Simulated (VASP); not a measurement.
Here is a VASP 6.6.1 calculation.

File POSCAR:

```
HfO2
1.0
    0.0000000000      2.5575000000      2.5575000000
    2.5575000000      0.0000000000      2.5575000000
    2.5575000000      2.5575000000      0.0000000000
Hf O
1 2
Direct
    0.0000000000      0.0000000000      0.0000000000
    0.2500000000      0.2500000000      0.2500000000
    0.7500000000      0.7500000000      0.7500000000
```

INCAR.step1

```
SYSTEM = HfO2
PREC = Accurate
ENCUT = 600
ISMEAR = 0
SIGMA = 0.01
LREAL = .FALSE.
LASPH = .TRUE.
NELM = 60
GGA = PE
ALGO = Normal
EDIFF = 1E-4
LWAVE = .TRUE.
LCHARG = .FALSE.
```

INCAR.step2

```
SYSTEM = HfO2
PREC = Accurate
ENCUT = 600
EDIFF = 1E-6
ISMEAR = 0
SIGMA = 0.01
LREAL = .FALSE.
LASPH = .TRUE.
NELM = 60
ALGO = Normal
ISIF = 3
LWAVE = .FALSE.
LCHARG = .FALSE.
METAGGA = R2SCAN
LMIXTAU = .TRUE.
IBRION = 2
NSW = 80
EDIFFG = -0.01
ISTART = 1
```

Contents of KPOINTS:

```
Automatic mesh
0
G
  6 6 6
  0 0 0
```

Potentials or basis: VASP PAW PBE potentials, release 64 (Hf_pv, O).

Command:

```console
$ cat potpaw_PBE.64/Hf_pv/POTCAR potpaw_PBE.64/O/POTCAR > POTCAR
$ cp INCAR.step1 INCAR
$ mpirun -np 1 vasp_std > vasp.out
$ cp INCAR.step2 INCAR
$ mpirun -np 1 vasp_std > vasp.out
```

**Question.** What does it give for the relaxed cell?

**Answer.** a = 3.558 Å, b = 3.558 Å, c = 3.558 Å, α = 60.00°, β = 60.00°, γ = 60.00°.

**Question.** Predict the space group after relaxing (to 0.1 Å).

**Answer.** Fm-3m (No. 225).

Final structure:
```cif
data_structure
_symmetry_space_group_name_H-M 'P 1'
_symmetry_Int_Tables_number 1
_cell_length_a 3.5579
_cell_length_b 3.5579
_cell_length_c 3.5579
_cell_angle_alpha 60.000
_cell_angle_beta 60.000
_cell_angle_gamma 60.000
_cell_volume 31.85
loop_
_atom_site_label
_atom_site_type_symbol
_atom_site_fract_x
_atom_site_fract_y
_atom_site_fract_z
_atom_site_occupancy
Hf1 Hf 0.00000 0.00000 0.00000 1
O1 O 0.25000 0.25000 0.25000 1
O2 O 0.75000 0.75000 0.75000 1
```
